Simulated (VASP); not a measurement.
Cu3O2: single point with PBE

Crystal: Cu3O2.

```
Cu O
1.0
    -2.01382    2.01382    3.66679
     2.01382   -2.01382    3.66679
     2.01382    2.01382   -3.66679
Cu O
3 2
Cartesian
  0.0000 0.0000 0.0000
  0.0000 2.0138 1.8334
  2.0138 0.0000 1.8334
  0.0000 2.0138 0.0000
  2.0138 0.0000 0.0000
```

| Item | Value |
| --- | --- |
| Program | VASP 6.6.1 |
| Task | single point |
| Functional | PBE |
| Potentials or basis | VASP PAW PBE potentials, release 64 (Cu, O) |
| Cutoff | 520 eV |
| k mesh | 9 × 9 × 9 |
| Occupations | fermi-dirac, width 0.05 eV |
| Spin | no spin polarisation |
| Dipole correction | no |
| Further INCAR settings | ALGO = Normal; EDIFF = 1e-07; NBANDS = 30 |

```
Pressure               : 2.8 GPa
Band gap on the k mesh : zero (an odd number of electrons rules out a gap without spin polarisation)
```

Stress tensor (GPa, compression positive):
```
2.38 0.00 0.00
0.00 2.38 0.00
0.00 0.00 3.64
```

Levels at points of the mesh, in eV from the Fermi level:
| k point | band 21 | band 22 | band 23 | band 24 | band 25 | band 26 |
| --- | --- | --- | --- | --- | --- | --- |
| (0.00, 0.00, 0.00) | -0.80 | -0.80 | 0.40 | 0.49 | 5.20 | 5.20 |

Wall time 5.1 min on 1 thread of AMD EPYC 7R43 64-Core Processor (Zen 3) (shared host), peak memory 0.22 GiB.

Caveat: an odd number of electrons without spin polarisation forces a metal; a magnetic or distorted state may lie lower. With open d or f shells a metallic result of PBE can be an artefact of self-interaction; +U or a hybrid may open a gap.
